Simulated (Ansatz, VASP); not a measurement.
Two plane-wave programs on Ca9Mg2Si5

```
Mg Si Ca
1.0
     7.39570   -0.21931   -0.13967
    -0.22282    6.82729   -0.07980
    -0.13896   -0.08218    8.74661
Mg Si Ca
2 5 9
Direct
  0.92386 0.98571 0.03592
  0.75059 0.73415 0.33095
  0.52398 0.01450 0.99205
  0.28347 0.17706 0.12517
  0.48576 0.94372 0.50225
  0.97362 0.46986 0.50692
  0.38837 0.85967 0.22270
  0.05893 0.52966 0.14300
  0.10757 0.03445 0.41378
  0.53597 0.53539 0.03127
  0.68516 0.20608 0.29577
  0.19508 0.26556 0.79004
  0.37012 0.51078 0.44245
  0.70532 0.22542 0.71869
  0.25348 0.78117 0.76559
  0.76220 0.73526 0.70718
```

Alike in both runs: functional PBE; k mesh 3 × 3 × 3; occupations gaussian, width 0.1 eV; no spin polarisation.

Ansatz relaxed the structure, and its values are those at the end. VASP's run is a single point on that final structure, the one shown.

|  | VASP | Ansatz |
| --- | --- | --- |
| version | VASP 6.6.1 | Ansatz 0.2.0 |
| potentials or method | VASP PAW PBE potentials, release 64 (Mg, Si, Ca_sv), cutoff 520 eV | scalar-relativistic, plane waves, PAW |
| valence electrons in the cell | 114 | 130 |

VASP gave:

```
gap on the k mesh at the Fermi level (eV) : none
pressure (GPa)                            : 0.0
rms of the force components (eV/Å)        : 0.008
```

Q: What did Ansatz give for the same quantities?

A: gap on the k mesh at the Fermi level (eV): none; pressure (GPa): 0.0; rms of the force components (eV/Å): 0.007.

A gap of «none» marks a metal or a gap that the smearing closes. With one functional, cell and mesh, what is left measures potentials, basis and numerics. VASP's potentials hold 114 valence electrons a cell and Ansatz's 130, so a difference there can come from the potentials and not from the codes.
